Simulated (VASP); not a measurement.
**HfO2: electric field gradients with PBE**

The system is HfO2.

```
CELL_PARAMETERS angstrom
0.00000 2.56600 2.56600
2.56600 0.00000 2.56600
2.56600 2.56600 0.00000
ATOMIC_POSITIONS crystal
Hf 0.00000 0.00000 0.00000
O 0.25000 0.25000 0.25000
O 0.75000 0.75000 0.75000
```

This cell differs from its parent crystal: volume scaled by 1.01.

```
Program                : VASP 6.6.1
Task                   : electric field gradients
Functional             : PBE
Potentials or basis    : VASP PAW PBE potentials, release 64 (Hf_pv, O)
Cutoff                 : 520 eV
k mesh                 : 9 × 9 × 9
Occupations            : fermi-dirac, width 0.01 eV
Spin                   : no spin polarisation
Dipole correction      : no
Further INCAR settings : ALGO = Normal; EDIFF = 1e-08; NBANDS = 18
```

| Quantity | Value |
| --- | --- |
| Pressure | -8.2 GPa |
| Band gap on the k mesh | 3.81 eV, indirect (least direct gap 3.92 eV) |

Levels at points of the mesh, in eV from the valence-band top:
```tsv
k point	band 8	band 9	band 10	band 11	band 12	band 13	band 14	band 15
(0.00, 0.00, 0.00)	-5.07	-0.54	-0.54	-0.54	3.84	3.84	5.59	10.02
```

It took 12 s on 1 thread of Intel(R) Xeon(R) 6975P-C (Granite Rapids), on a shared host, peak memory 0.16 GiB.

Caveat: without QUAD_EFG the Cq values of the log hold for a quadrupole moment of 1 mb, not for the nuclei; spin-orbit coupling is left out, which moves the levels of the heavy elements. A k mesh can miss the band edges.
